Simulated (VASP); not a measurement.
# Mn (P6_3/mmc) in VASP: single point with PBE

Aim: the single point of Mn with PBE.

Everything below comes from runs of VASP 6.6.1. Logs are shortened: lines on timing, memory, paths and dates and some standing lists are left out, and cuts for length are marked.

**1. The cell of the first run**

It takes space group P6_3/mmc (No. 194, hexagonal). Conventional cell: a = 2.580 Å, b = 2.580 Å, c = 4.150 Å, α = 90.00°, β = 90.00°, γ = 120.00°. Mn (site symmetry -6m2) has 12 Mn at 2.55 to 2.58 Å within 3.4 Å.

**2. Single point, PBE, collinear spin, ferromagnetic start**

Contents of INCAR:

```
SYSTEM = Mn
PREC     = Accurate       ! precision mode
ENCUT    = 500            ! plane-wave cutoff, eV
EDIFF    = 1E-6           ! SCF threshold, eV
ISMEAR   = 0              ! smearing method
SIGMA    = 0.1            ! smearing width, eV
LREAL    = .False.        ! projectors in reciprocal space
LASPH    = .True.         ! aspherical terms in the spheres
NELM     = 200            ! most SCF steps
ALGO     = Normal         ! electronic algorithm
ISIF     = 2              ! what is computed and relaxed
LWAVE    = .False.        ! write WAVECAR
LCHARG   = .True.         ! write CHGCAR
ISPIN    = 2              ! spin polarisation
MAGMOM   = 2.5 2.5        ! initial moments
LORBIT   = 11             ! projections on sites
LMAXMIX  = 4              ! l up to which the mixer works
GGA      = PE             ! functional
LELF     = .True.         ! ELF
LVHAR    = .True.       
NBANDS   = 24             ! bands
GGA_COMPAT= .False.
```

Contents of KPOINTS:

```
Automatic mesh
0
Gamma
  5 5 3
  0 0 0
```

Contents of POSCAR:

```
Mn
1.0
    2.5800000000      0.0000000000      0.0000000000
   -1.2900000000      2.2343455420      0.0000000000
    0.0000000000      0.0000000000      4.1500000000
Mn
2
Direct
    0.3333333330      0.6666666670      0.2500000000
    0.6666666670      0.3333333330      0.7500000000
```

Potentials or basis: VASP PAW PBE potentials, release 64 (Mn_pv).

On the command line:

```console
> cat potpaw_PBE.64/Mn_pv/POTCAR > POTCAR
> mpirun -np 1 vasp_std > vasp.out
```

OUTCAR:

```text
SYSTEM = Mn
   PREC = Accurate
   ENCUT = 500
   EDIFF = 1E-6
   ISMEAR = 0
   LREAL = .False.
   LASPH = .True.
   NELM = 200
   ISIF = 2
   ISPIN = 2
   LORBIT = 11
   GGA = PE

 ion  position               nearest neighbor table
   1  0.333  0.667  0.250-   2 2.55   2 2.55   2 2.55   2 2.55   2 2.55   2 2.55
   2  0.667  0.333  0.750-   1 2.55   1 2.55   1 2.55   1 2.55   1 2.55   1 2.55

  LATTYP: Found a hexagonal cell.
 ALAT       =     2.5800000000
 C/A-ratio  =     1.6085271318

  Lattice vectors:

 A1 = (   2.5800000000,   0.0000000000,   0.0000000000)
 A2 = (  -1.2900000000,   2.2343455420,   0.0000000000)
 A3 = (   0.0000000000,   0.0000000000,   4.1500000000)

Analysis of symmetry for initial positions (statically):
=====================================================================
 Subroutine PRICEL returns:
 Original cell was already a primitive cell.

 Routine SETGRP: Setting up the symmetry group for a
 hexagonal supercell.

 Subroutine GETGRP returns: Found 24 space group operations
 (whereof 12 operations were pure point group operations)
 out of a pool of 24 trial point group operations.

The static configuration has the point symmetry D_3d.
 The point group associated with its full space group is D_6h.

Analysis of symmetry for dynamics (positions and initial velocities):
=====================================================================
 Subroutine PRICEL returns:
 Original cell was already a primitive cell.

 Routine SETGRP: Setting up the symmetry group for a
 hexagonal supercell.

 Subroutine GETGRP returns: Found 24 space group operations
 (whereof 12 operations were pure point group operations)
 out of a pool of 24 trial point group operations.

The dynamic configuration has the point symmetry D_3d.
 The point group associated with its full space group is D_6h.

Analysis of structural, dynamic, and magnetic symmetry:
=====================================================================
 Subroutine PRICEL returns:
 Original cell was already a primitive cell.

 Routine SETGRP: Setting up the symmetry group for a
 hexagonal supercell.

 Subroutine GETGRP returns: Found 24 space group operations
 (whereof 12 operations were pure point group operations)
 out of a pool of 24 trial point group operations.

The overall configuration has the point symmetry D_3d.
 The point group associated with its full space group is D_6h.

 Subroutine INISYM returns: Found 24 space group operations
 (whereof 12 operations are pure point group operations),
 and found     1 'primitive' translations

----------------------------------------------------------------------------------------

                                     Primitive cell

  volume of cell :      23.9231

  direct lattice vectors                    reciprocal lattice vectors
     2.580000000  0.000000000  0.000000000     0.387596899  0.223779174  0.000000000
    -1.290000000  2.234345542  0.000000000     0.000000000  0.447558348  0.000000000
     0.000000000  0.000000000  4.150000000     0.000000000  0.000000000  0.240963855

  length of vectors
     2.580000000  2.580000000  4.150000000     0.447558348  0.447558348  0.240963855

  position of ions in fractional coordinates (direct lattice)
     0.333333333  0.666666667  0.250000000
     0.666666667  0.333333333  0.750000000

  ion indices of the primitive-cell ions
   primitive index   ion index
                 1           1
                 2           2

----------------------------------------------------------------------------------------

 KPOINTS: Automatic mesh

Automatic generation of k-mesh.
 Grid dimensions read from file:
 generate k-points for:    5    5    3

 Generating k-lattice:

  Cartesian coordinates                     Fractional coordinates (reciprocal lattice)
     0.077519380  0.044755835  0.000000000     0.200000000  0.000000000  0.000000000
     0.000000000  0.089511670  0.000000000     0.000000000  0.200000000  0.000000000
     0.000000000  0.000000000  0.080321285     0.000000000  0.000000000  0.333333333

  Length of vectors
     0.089511670  0.089511670  0.080321285

  Shift w.r.t. Gamma in fractional coordinates (k-lattice)
     0.000000000  0.000000000  0.000000000

 Subroutine IBZKPT returns following result:
 ===========================================

 Found     10 irreducible k-points:

 Following reciprocal coordinates:
            Coordinates               Weight
  0.000000  0.000000  0.000000      1.000000
  0.200000  0.000000  0.000000      6.000000
  0.400000  0.000000  0.000000      6.000000
  0.200000  0.200000  0.000000      6.000000
  0.400000  0.200000  0.000000      6.000000
  0.000000  0.000000  0.333333      2.000000
  0.200000  0.000000  0.333333     12.000000
  0.400000  0.000000  0.333333     12.000000
  0.200000  0.200000  0.333333     12.000000
  0.400000  0.200000  0.333333     12.000000
   k-points           NKPTS =     10   k-points in BZ     NKDIM =     10   number of bands    NBANDS=     24
   number of dos      NEDOS =    301   number of ions     NIONS =      2
   total plane-waves  NPLWV =  12000
   dimension x,y,z NGX =    20 NGY =   20 NGZ =   30
   dimension x,y,z NGXF=    40 NGYF=   40 NGZF=   60
   ions per type =               2
   NGX,Y,Z   is equivalent  to a cutoff of  12.89, 12.89, 12.02 a.u.
   NGXF,Y,Z  is equivalent  to a cutoff of  25.77, 25.77, 24.04 a.u.
 SYSTEM =  Mn
   PREC   = accura    normal or accurate (medium, high low for compatibility)
   ISTART =      0    job   : 0-new  1-cont  2-samecut
   ICHARG =      2    charge: 1-file 2-atom 10-const
   ISPIN  =      2    spin polarized calculation?
   LNONCOLLINEAR =      F non collinear calculations
   LSORBIT =      F    spin-orbit coupling
   LASPH  =      T    aspherical Exc in radial PAW
   ENCUT  =  500.0 eV  36.75 Ry    6.06 a.u.   4.70  4.70  7.57*2*pi/ulx,y,z
   NELM   =    200;   NELMIN=  2; NELMDL= -5     # of ELM steps
   EDIFF  = 0.1E-05   stopping-criterion for ELM
   LREAL  =      F    real-space projection
   EDIFFG = 0.1E-04   stopping-criterion for IOM
   NSW    =      0    number of steps for IOM
   IBRION =     -1    ionic relax: 0-MD 1-quasi-New 2-CG
   NFREE  =      0    steps in history (QN), initial steepest desc. (CG)
   ISIF   =      2    stress and relaxation
   ISYM   =      2    0-nonsym 1-usesym 2-fastsym
   POTIM  = 0.5000    time-step for ionic-motion
   TEBEG  =    0.0;   TEEND  =   0.0 temperature during run
   PSTRESS=    0.0 pullay stress
   NELECT =      26.0000    total number of electrons
   NUPDOWN=      -1.0000    fix difference up-down
   EMIN   =  10.00;   EMAX   =-10.00  energy-range for DOS
   EFERMI =   0.00;   METHOD = LEGACY
   ISMEAR =     0;   SIGMA  =   0.10  broadening in eV -4-tet -1-fermi 0-gaus
   EFERMI_NEDOS =   21; number of points for ismear=-14 and -15
   IALGO  =     38    algorithm
   IMIX   =      4    mixing-type and parameters
     AMIX     =   0.40;   BMIX     =  1.00
     AMIX_MAG =   1.60;   BMIX_MAG =  1.00
  volume/ion in A,a.u.               =      11.96        80.72
  Fermi-wavevector in a.u.,A,eV,Ry     =   1.683165  3.180720 38.545887  2.833043
  Thomas-Fermi vector in A             =   2.766414
   LORBIT       =     11    0 simple, 1 ext, 2 COOP (PROOUT), +10 PAW based schemes
   GGA     = PE    functional components
   LHFCALC =     F    Hartree Fock is set to
   AEXX    =    0.0000 exact exchange contribution
   IVDW    =     0    specifies the selected vdW correction
   LEPSILON=     F    determine dielectric tensor
   LRPA    =     F    only Hartree local field effects (RPA)
 spin polarized calculation
 Gauss-broadening in eV      SIGMA  =   0.10
  energy-cutoff  :      500.00
  volume of cell :       23.92
 maximum number of plane-waves:       621
 NGX is ok and might be reduce to    20
   NGX =  9   NGY =  9   NGZ = 15

 number of electron      25.9999967 magnetization       0.1147733

 Free energy of the ion-electron system (eV)
  ---------------------------------------------------
  ext. energy  EPLUGINS =         0.00000000
  ---------------------------------------------------
  free energy    TOTEN  =       -17.72919856 eV

  energy without entropy =      -17.70999459  energy(sigma->0) =      -17.71959658

 E-fermi :   8.9543     XC(G=0): -13.3757

 val. band max:        8.9303277134   @ k =   0.2000   0.0000   0.0000
 cond. band min:       8.9716827176   @ k =   0.4000   0.2000   0.3333
 fundamental gap:      0.0413550042
 Fermi energy:         8.9542828565

 spin component 1

 k-point     1 :       0.0000    0.0000    0.0000
  band No.  band energies     occupation
      1     -39.1510      1.00000
      2     -38.7089      1.00000
      3     -38.7089      1.00000
      4     -38.6312      1.00000
      5     -38.6312      1.00000
      6     -38.5998      1.00000
[... 16 lines left out ...]
     23      33.1711      0.00000
     24      33.1711      0.00000
[... 219 lines left out ...]
      1     -39.0897      1.00000
      2     -39.0507      1.00000
      3     -38.9074      1.00000
      4     -38.8362      1.00000
      5     -38.7515      1.00000
      6     -38.7065      1.00000
[... 16 lines left out ...]
     23      27.1573      0.00000
     24      28.3259      0.00000
 Fermi energy:         8.9542828565

 spin component 2

 k-point     1 :       0.0000    0.0000    0.0000
  band No.  band energies     occupation
      1     -39.1031      1.00000
      2     -38.6416      1.00000
      3     -38.6416      1.00000
      4     -38.5637      1.00000
      5     -38.5637      1.00000
      6     -38.5508      1.00000
[... 16 lines left out ...]
     23      33.1879      0.00000
     24      33.1879      0.00000
[... 220 lines left out ...]
      2     -38.9879      1.00000
      3     -38.8435      1.00000
      4     -38.7713      1.00000
      5     -38.6957      1.00000
      6     -38.6515      1.00000
[... 16 lines left out ...]
     23      27.1728      0.00000
     24      28.3454      0.00000

------------------------ aborting loop because EDIFF is reached ----------------------------------------

  FORCE on cell =-STRESS in cart. coord.  units (eV):
  Direction    XX          YY          ZZ          XY          YZ          ZX
  --------------------------------------------------------------------------------------
  -------------------------------------------------------------------------------------
  Total       -3.4827381     -3.4827381     -4.3498406      0.0000000      0.0000000      0.0000000
  in kB     -233.2454944   -233.2454944   -291.3169696      0.0000000      0.0000000      0.0000000
  external PRESSURE =    -252.6026528 kB  Pullay stress =       0.0000000 kB

 VOLUME and BASIS-vectors are now :
 -----------------------------------------------------------------------------
  energy-cutoff  :      500.00
  volume of cell :       23.92
      direct lattice vectors                 reciprocal lattice vectors
     2.580000000  0.000000000  0.000000000     0.387596899  0.223779174  0.000000000
    -1.290000000  2.234345542  0.000000000     0.000000000  0.447558348  0.000000000
     0.000000000  0.000000000  4.150000000     0.000000000  0.000000000  0.240963855

 POSITION                                       TOTAL-FORCE (eV/Angst)
 -----------------------------------------------------------------------------------
     -0.00000      1.48956      1.03750        -0.000000      0.000000      0.000000
      1.29000      0.74478      3.11250         0.000000     -0.000000      0.000000
 -----------------------------------------------------------------------------------
    total drift:                               -0.000000      0.000000     -0.000000

  FREE ENERGIE OF THE ION-ELECTRON SYSTEM (eV)
  ---------------------------------------------------
  free  energy   TOTEN  =       -17.7291985642 eV

  energy  without entropy=      -17.7099945866  energy(sigma->0) =      -17.71959658

 total charge

# of ion       s       p       d       tot
------------------------------------------
    1        0.384   6.324   5.088  11.796
    2        0.384   6.324   5.088  11.796
--------------------------------------------------
tot          0.769  12.647  10.177  23.593

 magnetization (x)

# of ion       s       p       d       tot
------------------------------------------
    1       -0.000   0.000   0.057   0.056
    2       -0.000   0.000   0.057   0.056
--------------------------------------------------
tot         -0.001   0.000   0.113   0.113
```

Wall time 14 s (1 thread of Intel Xeon Platinum 8559C (Emerald Rapids), shared host); peak memory 0.14 GiB.

Results:

* Free energy: -17.7292 eV
* Pressure: -25.3 GPa
* Net moment: 0.11 μB per cell
* Site moments: Mn +0.06 μB
* Valence electrons inside the program's atomic spheres: Mn 11.80

Levels at points of the mesh, in eV from the Fermi level:
Spin up:
```tsv
k point	band 11	band 12	band 13	band 14	band 15	band 16
(0.00, 0.00, 0.00)	-0.79	-0.41	-0.41	0.03	0.03	0.66
```
Spin down:
```csv
k point,band 11,band 12,band 13,band 14,band 15,band 16
"(0.00, 0.00, 0.00)",-0.72,-0.34,-0.34,0.07,0.07,0.67
```

Caveat: the k points lie up to 0.56 Å⁻¹ apart; the starting moments collapsed, and a magnetic state may lie lower.
